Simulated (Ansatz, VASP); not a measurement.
**Two plane-wave programs on C**

File INCAR:

```
ALGO = Normal
EDIFF = 1E-6
ENCUT = 600
GGA = PE
GGA_COMPAT = F
ISIF = 2
ISMEAR = 0
LASPH = T
LCHARG = F
LREAL = F
LWAVE = F
NBANDS = 11
NELM = 120
PREC = Accurate
SIGMA = 0.02
```

KPOINTS

```
k-points
0
Gamma
  12 12 12
```

Contents of POSCAR:

```
C
1.0
    0.0000000000      1.7858396211      1.7858396211
    1.7858396211      0.0000000000      1.7858396211
    1.7858396211      1.7858396211      0.0000000000
C
2
Direct
    0.0000000000      0.0000000000      0.0000000000
    0.2500000000      0.2500000000      0.2500000000
```

Input for Ansatz:

```yaml
crystal:
  lattice:
    - [0.0, 1.7858396211, 1.7858396211]
    - [1.7858396211, 0.0, 1.7858396211]
    - [1.7858396211, 1.7858396211, 0.0]
  atoms:
    - { symbol: C, position: [0.0, 0.0, 0.0] }
    - { symbol: C, position: [0.25, 0.25, 0.25] }
basis:
  ecutwfc: 600.0
kpoints:
  mp_grid: { grid: [12, 12, 12] }
  band_path:
    path:
      - [[0.0, 0.0, 0.0], [0.5, 0.0, 0.5], [0.625, 0.25, 0.625]]
      - [[0.375, 0.375, 0.75], [0.0, 0.0, 0.0], [0.5, 0.5, 0.5], [0.5, 0.25, 0.75], [0.5, 0.0, 0.5]]
    npoints: 10
hamiltonian:
  xc: pbe
  pseudopotentials: { kind: paw, azcp: { folder: soft_1 } }
scf:
  occupations: { method: gaussian, width: 0.02 }
  n_extra_bands: 7
output:
  forces: true
  stress: true
  eigenvalues: true
```

Alike in both runs: task single point; functional PBE; k mesh 12 × 12 × 12; occupations gaussian, width 0.02 eV; no spin polarisation.

|  | VASP | Ansatz |
| --- | --- | --- |
| version | VASP 6.6.1 | Ansatz 0.2.0 |
| potentials or method | VASP PAW PBE potentials, release 64 (C), cutoff 600 eV | scalar-relativistic, plane waves, PAW |
| valence electrons in the cell | 8 | 8 |

|  | VASP | Ansatz | Ansatz less VASP |
| --- | --- | --- | --- |
| gap on the k mesh at the Fermi level (eV) | 4.14 | 4.15 | +0.008 |
| least direct gap on the mesh (eV) | 5.58 | 5.58 | +0.004 |
| pressure (GPa) | 0.0 | 0.0 | +0.04 |

With one functional, cell and mesh, what is left measures potentials, basis and numerics.
